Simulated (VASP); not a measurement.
Input of a VASP 6.6.1 run:

INCAR

```
ALGO = Normal
EDIFF = 1E-6
ENCUT = 520
GGA = PS
ISIF = 2
ISMEAR = 0
LASPH = True
LCHARG = False
LREAL = False
LWAVE = False
NBANDS = 16
NELM = 80
PREC = Accurate
SIGMA = 0.05
```

Contents of KPOINTS:

```
k-points
0
Gamma
  6 6 6
```

File POSCAR:

```
HgTe
1.0
    0.0000000000      3.2787900000      3.2145000000
    3.2787900000      0.0000000000      3.2145000000
    3.2787900000      3.2787900000      0.0000000000
Hg Te
1 1
Direct
    0.0000000000      0.0000000000      0.0000000000
    0.2500000000      0.2500000000      0.2500000000
```

Potentials or basis: VASP PAW PBE potentials, release 64 (Hg, Te).

The run is started by

```sh
$ cat potpaw_PBE.64/Hg/POTCAR potpaw_PBE.64/Te/POTCAR > POTCAR
$ mpirun -np 1 vasp_std > vasp.out
```

Question: What does it give for the pressure?

Answer: 0.1 GPa.

Question: What does it give for the band gap on the k mesh?

Answer: 0.06 eV, direct.

Stress tensor (GPa, compression positive):
```
-0.02  0.00  0.00
 0.00 -0.02  0.00
 0.00  0.00  0.25
```

Caveat: the PAW data sets were made with another functional, which shifts forces and pressure a little; spin-orbit coupling is left out, which moves the levels of the heavy elements.
